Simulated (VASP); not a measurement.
Write the native input for VASP 6.6.1 that does the following.

```yaml
Task: single point
Functional: BLYP
Dispersion: D3(BJ)
Potentials_or_basis: VASP PAW PBE potentials, release 64 (Fe, Ni)
Cutoff: 520 eV
k_mesh: 13 × 13 × 9, shifted
Occupations: methfessel-paxton, width 0.1 eV
Spin: collinear spin, ferrimagnetic start
Starting_moments: "[2.4, -1.0] μB"
Dipole_correction: no
Further_INCAR_settings: ALGO = Normal; EDIFF = 1e-07; NBANDS = 20
```

The structure of FeNi lies in POSCAR:

```
FeNi
1.0
    2.4762647680      0.0000000000      0.0000000000
    0.0000000000      2.4762647680      0.0000000000
    0.0000000000      0.0000000000      3.5756788695
Fe Ni
1 1
Direct
    0.0000000000      0.0000000000      0.0000000000
    0.5000000000      0.5000000000      0.5000000000
```

The input as run:

INCAR

```
PREC = Accurate ; ENCUT = 520
EDIFF = 1E-7 ; ISMEAR = 1
SIGMA = 0.1 ; LREAL = F
LASPH = T ; NELM = 150
ALGO = Normal ; ISIF = 2
LWAVE = F ; LCHARG = T
ISPIN = 2 ; MAGMOM = 2.4 -1
LORBIT = 11 ; LMAXMIX = 4
GGA = B5 ; ALDAX = 1.0
AGGAX = 1.0 ; AGGAC = 1.0
ALDAC = 0.0 ; IVDW = 12
VDW_S6 = 1.0 ; VDW_S8 = 2.6996
VDW_A1 = 0.4298 ; VDW_A2 = 4.2359
LELF = T ; LVHAR = T
NBANDS = 20
```

KPOINTS

```
Automatic mesh
0
Gamma
  13 13 9
  0.5 0.5 0.5
```

Potentials or basis: VASP PAW PBE potentials, release 64 (Fe, Ni).

Launch:

```sh
$ cat potpaw_PBE.64/Fe/POTCAR potpaw_PBE.64/Ni/POTCAR > POTCAR
$ mpirun -np 1 vasp_std > vasp.out
```

Results of the run:

```
Pressure                                              : 0.2 GPa
Net moment                                            : 3.09 μB per cell
Site moments                                          : Fe +2.49; Ni +0.59 μB
Valence electrons inside the program's atomic spheres : Fe 7.27; Ni 9.45
Dispersion energy per atom                            : -0.945 eV
```

Caveat: the PAW data sets were made with another functional, which shifts forces and pressure a little.

Wall time 2.9 min on 1 thread of Intel Xeon 8259CL (shared host), peak memory 0.22 GiB.
